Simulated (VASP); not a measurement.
# AgCl (R-3m) in VASP: further runs, part 2 of 2

VASP 6.6.1. Earlier steps stand in the parts before.

## (5) Single point, PBEsol

INCAR

```
SYSTEM = AgCl
PREC     = Accurate       ! precision mode
ENCUT    = 520            ! plane-wave cutoff, eV
EDIFF    = 1E-7           ! SCF threshold, eV
ISMEAR   = 0              ! smearing method
SIGMA    = 0.05           ! smearing width, eV
LREAL    = .False.        ! projectors in reciprocal space
LASPH    = .True.         ! aspherical terms in the spheres
NELM     = 80             ! most SCF steps
ALGO     = Normal         ! electronic algorithm
ISIF     = 2              ! what is computed and relaxed
LWAVE    = .False.        ! write WAVECAR
LCHARG   = .True.         ! write CHGCAR
GGA      = PS             ! functional
LELF     = .True.         ! ELF
LVHAR    = .True.       
NBANDS   = 16             ! bands
```

KPOINTS

```
regular mesh
0
Gamma
  12 12 12
  0 0 0
```

POSCAR

```
AgCl
1.0
    3.2719096894     -0.0577134681     -0.0577134681
   -0.0577134681      3.2719096894     -0.0577134681
   -0.0577134681     -0.0577134681      3.2719096894
Ag Cl
1 1
Direct
    0.0000000000      0.0000000000      0.0000000000
    0.5000000000      0.5000000000      0.5000000000
```

Potentials or basis: VASP PAW PBE potentials, release 64 (Ag, Cl).

On the command line:

```console
> cat potpaw_PBE.64/Ag/POTCAR potpaw_PBE.64/Cl/POTCAR > POTCAR
> mpirun -np 1 vasp_std > vasp.out
```

OUTCAR:

```text
SYSTEM = AgCl
   PREC = Accurate
   ENCUT = 520
   EDIFF = 1E-7
   ISMEAR = 0
   LREAL = .False.
   LASPH = .True.
   NELM = 80
   ISIF = 2
   GGA = PS

 ion  position               nearest neighbor table
   1  0.000  0.000  0.000-   2 2.73   2 2.73   2 2.87   2 2.87   2 2.87   2 2.87   2 2.87   2 2.87

   2  0.500  0.500  0.500-   1 2.73   1 2.73   1 2.87   1 2.87   1 2.87   1 2.87   1 2.87   1 2.87

  LATTYP: Found a trigonal (rhomboedric) cell.
 ALAT       =     3.2729275434
 COS(alpha) =    -0.0349452721

  Lattice vectors:

 A1 = (   3.2719096894,  -0.0577134681,  -0.0577134681)
 A2 = (  -0.0577134681,   3.2719096894,  -0.0577134681)
 A3 = (  -0.0577134681,  -0.0577134681,   3.2719096894)

Analysis of symmetry for initial positions (statically):
=====================================================================
 Subroutine PRICEL returns:
 Original cell was already a primitive cell.

 Routine SETGRP: Setting up the symmetry group for a
 trigonal (rhombohedral) supercell.

 Subroutine GETGRP returns: Found 12 space group operations
 (whereof 12 operations were pure point group operations)
 out of a pool of 12 trial point group operations.
[... 157 lines left out ...]
  ext. energy  EPLUGINS =         0.00000000
  ---------------------------------------------------
  free energy    TOTEN  =        -5.80106355 eV

  energy without entropy =       -5.80106355  energy(sigma->0) =       -5.80106355

 E-fermi :   6.1027     XC(G=0): -11.4052

 val. band max:        5.9111512560   @ k =   0.5000  -0.0000   0.0000
 cond. band min:       6.2854157678   @ k =   0.0000   0.0000   0.0000
 fundamental gap:      0.3742645118
 Fermi energy:         6.1027362010

 k-point     1 :       0.0000    0.0000    0.0000
  band No.  band energies     occupation
      1      -9.8317      2.00000
      2       2.2820      2.00000
      3       2.2820      2.00000
      4       3.5019      2.00000
      5       3.5334      2.00000
      6       3.5989      2.00000
[... 433 lines left out ...]
      3       1.9208      2.00000
      4       2.4052      2.00000
      5       2.6251      2.00000
      6       3.5019      2.00000
[... 8 lines left out ...]
     15      21.0068      0.00000
     16      22.7987      0.00000

 [... further k-points ...]
[... 5 lines left out ...]
  --------------------------------------------------------------------------------------
  -------------------------------------------------------------------------------------
  Total        0.8970414      0.8970414      0.8970414     -0.0577444     -0.0577444     -0.0577444
  in kB       41.0704509     41.0704509     41.0704509     -2.6437916     -2.6437916     -2.6437916
  external PRESSURE =      41.0704509 kB  Pullay stress =       0.0000000 kB

 VOLUME and BASIS-vectors are now :
 -----------------------------------------------------------------------------
  energy-cutoff  :      520.00
  volume of cell :       34.99
      direct lattice vectors                 reciprocal lattice vectors
     3.271909689 -0.057713468 -0.057713468     0.305825632  0.005491344  0.005491344
    -0.057713468  3.271909689 -0.057713468     0.005491344  0.305825632  0.005491344
    -0.057713468 -0.057713468  3.271909689     0.005491344  0.005491344  0.305825632

 POSITION                                       TOTAL-FORCE (eV/Angst)
 -----------------------------------------------------------------------------------
      0.00000      0.00000      0.00000         0.000000      0.000000      0.000000
      1.57824      1.57824      1.57824        -0.000000     -0.000000     -0.000000
 -----------------------------------------------------------------------------------
    total drift:                                0.000000      0.000000     -0.000000

  FREE ENERGIE OF THE ION-ELECTRON SYSTEM (eV)
  ---------------------------------------------------
  free  energy   TOTEN  =        -5.8010635512 eV

  energy  without entropy=       -5.8010635512  energy(sigma->0) =       -5.80106355
```

OSZICAR:

```text
N       E                     dE             d eps       ncg     rms          rms(c)
DAV:   1     0.100934742239E+03    0.10093E+03   -0.88293E+03  6104   0.104E+03
DAV:   2    -0.270107685861E+01   -0.10364E+03   -0.95136E+02  7760   0.232E+02
DAV:   3    -0.604853798122E+01   -0.33475E+01   -0.33406E+01  7248   0.437E+01
DAV:   4    -0.606801813158E+01   -0.19480E-01   -0.19479E-01  7824   0.366E+00
DAV:   5    -0.606821969345E+01   -0.20156E-03   -0.20156E-03  7440   0.358E-01    0.864E+00
DAV:   6    -0.581044501208E+01    0.25777E+00   -0.44750E-01  7504   0.983E+00    0.568E+00
DAV:   7    -0.580436349451E+01    0.60815E-02   -0.97100E-02  6568   0.209E+00    0.256E+00
DAV:   8    -0.580127080632E+01    0.30927E-02   -0.50101E-03  7816   0.715E-01    0.408E-01
DAV:   9    -0.580105378471E+01    0.21702E-03   -0.50731E-04  7848   0.323E-01    0.405E-02
DAV:  10    -0.580106022288E+01   -0.64382E-05   -0.38048E-05  7088   0.658E-02    0.232E-02
DAV:  11    -0.580106365097E+01   -0.34281E-05   -0.43782E-06  7304   0.167E-02    0.767E-03
DAV:  12    -0.580106355121E+01    0.99763E-07   -0.56874E-07  7112   0.645E-03
   1 F= -.58010636E+01 E0= -.58010636E+01  d E =-.466428E-10
```

stdout:

```text
POSCAR found type information on POSCAR AgCl
 POSCAR found :  2 types and       2 ions
 scaLAPACK will be used
 -----------------------------------------------------------------------------
|                                                                             |
|                                                                             |
|     You enforced a specific xc type in the INCAR file but a different       |
|     I HOPE YOU KNOW WHAT YOU ARE DOING!                                     |
|                                                                             |
 -----------------------------------------------------------------------------

 LDA part: xc-table for (Slater+PW92), standard interpolation
 POSCAR, INCAR and KPOINTS ok, starting setup
 FFT: planning ... GRIDC
 FFT: planning ... GRID_SOFT
 FFT: planning ... GRID
 WAVECAR not read
 entering main loop
```

It took 20 s on 1 thread of Intel Xeon 6975P-C (Granite Rapids), shared host; peak memory 0.21 GiB.

What came out:

```
Free energy            : -5.8011 eV
Pressure               : 4.1 GPa
Band gap on the k mesh : 0.37 eV, indirect (least direct gap 2.46 eV)
```

Stress tensor (GPa, compression positive):
```
 4.11 -0.26 -0.26
-0.26  4.11 -0.26
-0.26 -0.26  4.11
```

Levels at points of the mesh, in eV from the valence-band top:
| k point | band 6 | band 7 | band 8 | band 9 | band 10 | band 11 | band 12 | band 13 |
| --- | --- | --- | --- | --- | --- | --- | --- | --- |
| (0.00, 0.00, 0.00) | -2.31 | -2.31 | -2.09 | -2.09 | 0.37 | 8.97 | 8.97 | 14.15 |
| (0.50, 0.00, 0.00) | -2.27 | -1.84 | -0.30 | 0.00 | 4.61 | 6.04 | 8.46 | 9.63 |
| (0.50, 0.50, 0.00) | -2.73 | -2.63 | -1.92 | -1.38 | 2.40 | 9.03 | 9.42 | 10.41 |
| (0.50, 0.50, 0.50) | -1.89 | -0.42 | -0.42 | -0.13 | 3.78 | 3.78 | 4.34 | 7.26 |

Caveat: the PAW data sets were made with another functional, which shifts forces and pressure a little. A k mesh can miss the band edges.

## (6) Single point, PBEsol

This run uses another cell than the first one, of 17.99 Å³/atom, 1.028 times its volume.

INCAR

```
PREC     = Accurate       # precision mode
ENCUT    = 520            # plane-wave cutoff, eV
EDIFF    = 1E-6           # SCF threshold, eV
ISMEAR   = 0              # smearing method
SIGMA    = 0.05           # smearing width, eV
LREAL    = F              # projectors in reciprocal space
LASPH    = T              # aspherical terms in the spheres
NELM     = 100            # most SCF steps
ALGO     = Normal         # electronic algorithm
ISIF     = 2              # what is computed and relaxed
LWAVE    = F              # write WAVECAR
LCHARG   = F              # write CHGCAR
GGA      = PS             # functional
NBANDS   = 16             # bands
```

KPOINTS

```
Automatic mesh
0
Gamma
  12 12 12
```

POSCAR

```
AgCl
1.0
    3.3015162873     -0.0293112826     -0.0293112826
   -0.0293112826      3.3015162873     -0.0293112826
   -0.0293112826     -0.0293112826      3.3015162873
Ag Cl
1 1
Direct
    0.0000000000      0.0000000000      0.0000000000
    0.5000000000      0.5000000000      0.5000000000
```

Potentials or basis: VASP PAW PBE potentials, release 64 (Ag, Cl).

On the command line:

```console
> cat potpaw_PBE.64/Ag/POTCAR potpaw_PBE.64/Cl/POTCAR > POTCAR
> mpirun -np 1 vasp_std > vasp.out
```

It took 36 s on 1 thread of Intel Xeon 6975P-C (Granite Rapids), shared host; peak memory 0.23 GiB.

Results (log left out):

- Free energy: -5.8167 eV
- Pressure: 1.8 GPa
- Band gap on the k mesh: 0.41 eV, indirect (least direct gap 2.36 eV)

Stress tensor (GPa, compression positive):
```
 1.78 -0.18 -0.18
-0.18  1.78 -0.18
-0.18 -0.18  1.78
```

Levels at points of the mesh, in eV from the valence-band top:
```tsv
k point	band 5	band 6	band 7	band 8	band 9	band 10	band 11	band 12	band 13	band 14
(0.00, 0.00, 0.00)	-2.16	-2.16	-2.09	-1.95	-1.95	0.41	9.08	9.08	14.19	14.19
(0.50, 0.00, 0.00)	-3.17	-2.10	-1.71	-0.14	0.00	4.69	5.94	8.72	9.74	9.85
(0.50, 0.50, 0.00)	-2.57	-2.55	-2.49	-1.78	-1.22	2.50	9.08	9.28	10.50	13.72
(0.50, 0.50, 0.50)	-1.75	-1.75	-0.29	-0.29	-0.15	4.05	4.05	4.31	7.15	18.27
```

Caveat: the PAW data sets were made with another functional, which shifts forces and pressure a little.

## (7) Overview

| cell | gap on the mesh (eV) | pressure (GPa) |
| --- | --- | --- |
| a = 3.271 Å, angles 91.0°, 2 atoms | 0.43 | 4.0 |
| a = 3.271 Å, angles 89.0°, 2 atoms | 0.43 | 4.0 |
| a = 3.273 Å, angles 87.9°, 2 atoms | 0.38 | 4.1 |
| a = 3.273 Å, angles 92.0°, 2 atoms | 0.37 | 4.1 |
| a = 3.302 Å, angles 91.0°, 2 atoms | 0.41 | 1.8 |

Alike in all rows: task single point; level PBEsol; potentials or basis VASP PAW PBE potentials, release 64 (Ag, Cl); no spin polarisation; k mesh 12 × 12 × 12; cutoff (eV) 520; smearing gaussian 0.05 eV.

Caveats: the PAW data sets were made with another functional, which shifts forces and pressure a little.

Total energies depend on the potentials used, so only differences within one code and one set of settings carry meaning.
